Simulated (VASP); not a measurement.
A run of VASP 6.6.1:

POSCAR

```
ScB2
1.0
    3.1457323736      0.0000000000      0.0000000000
   -1.5728661868      2.7242841490      0.0000000000
    0.0000000000      0.0000000000      3.5152311109
Sc B
1 2
Direct
    0.0000000000      0.0000000000      0.0000000000
    0.3333333333      0.6666666667      0.5000000000
    0.6666666667      0.3333333333      0.5000000000
```

Contents of INCAR.step1:

```
SYSTEM = ScB2
PREC = Accurate
ENCUT = 520
ISMEAR = -1
SIGMA = 0.05
LREAL = .FALSE.
LASPH = .TRUE.
NELM = 100
NBANDS = 16
GGA = PE
ALGO = Normal
EDIFF = 1E-4
LWAVE = .TRUE.
LCHARG = .FALSE.
```

File INCAR.step2:

```
SYSTEM = ScB2
PREC = Accurate
ENCUT = 520
EDIFF = 1E-6
ISMEAR = -1
SIGMA = 0.05
LREAL = .FALSE.
LASPH = .TRUE.
NELM = 100
ALGO = Normal
ISIF = 2
LWAVE = .FALSE.
LCHARG = .FALSE.
METAGGA = R2SCAN
LMIXTAU = .TRUE.
NBANDS = 16
ISTART = 1
```

Contents of KPOINTS:

```
regular mesh
0
G
  8 8 6
  0 0 0
```

Potentials or basis: VASP PAW PBE potentials, release 64 (Sc_sv, B).

The run is started by

```sh
$ cat potpaw_PBE.64/Sc_sv/POTCAR potpaw_PBE.64/B/POTCAR > POTCAR
$ cp INCAR.step1 INCAR
$ mpirun -np 1 vasp_std > vasp.out
$ cp INCAR.step2 INCAR
$ mpirun -np 1 vasp_std > vasp.out
```

Hardware: 1 thread of Intel(R) Xeon(R) 6975P-C (Granite Rapids) (shared host).

Task: How long does it take, and how much memory?

Result: Run time: 25 s on 1 thread of Intel(R) Xeon(R) 6975P-C (Granite Rapids), with other jobs on the host, peak memory 0.15 GiB. Counts: k points 40.
